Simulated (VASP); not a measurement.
## ZnO (sol): elastic constants with PBEsol

Crystal: ZnO (sol).

```
Zn O
1.0
     3.23097    0.00000    0.00000
    -1.61549    2.79810    0.00000
     0.00000    0.00000    5.21541
Zn O
2 2
Direct
  0.33333 0.66667 0.00203
  0.66667 0.33333 0.50203
  0.33333 0.66667 0.38097
  0.66667 0.33333 0.88097
```

- Program: VASP 6.6.1
- Task: elastic constants
- Functional: PBEsol
- Potentials or basis: VASP PAW PBE potentials, release 64 (Zn, O)
- Cutoff: 600 eV
- k mesh: 9 × 9 × 6
- Occupations: gaussian, width 0.01 eV
- Spin: no spin polarisation
- Dipole correction: no
- Ions in elastic constants: relaxed
- Further INCAR settings: ALGO = Normal; EDIFF = 1e-08; IBRION = 6; POTIM = 0.015; NSW = 1; ISIF = 3

The voigt bulk modulus is 147 GPa and the highest phonon frequency at Γ, LO-TO splitting left out is 536 cm⁻¹.

Phonon frequencies in cm⁻¹ (negative: imaginary):
| q point | frequencies |
| --- | --- |
| (0.000, 0.000, 0.000) | 0 0 0 87 87 254 376 396 396 428 428 536 |

Elastic tensor in Voigt notation (GPa, in the Cartesian axes of the cell as first typed):
```
203 127 112   0   0   0
127 203 112   0   0   0
112 112 217   0   0   0
  0   0   0  35   0   0
  0   0   0   0  35   0
  0   0   0   0   0  38
```

Clamped-ion elastic tensor (GPa):
```
277  97  69   0   0   0
 97 277  69   0   0   0
 69  69 303   0   0   0
  0   0   0  55   0   0
  0   0   0   0  55   0
  0   0   0   0   0  90
```

Run time: 22 min on 1 × NVIDIA H100 80GB with 1 thread of AMD EPYC 7R13 Processor (Zen 3) (shared host), peak memory 1.6 GiB.

Caveat: the PAW data sets were made with another functional, which shifts forces and pressure a little.
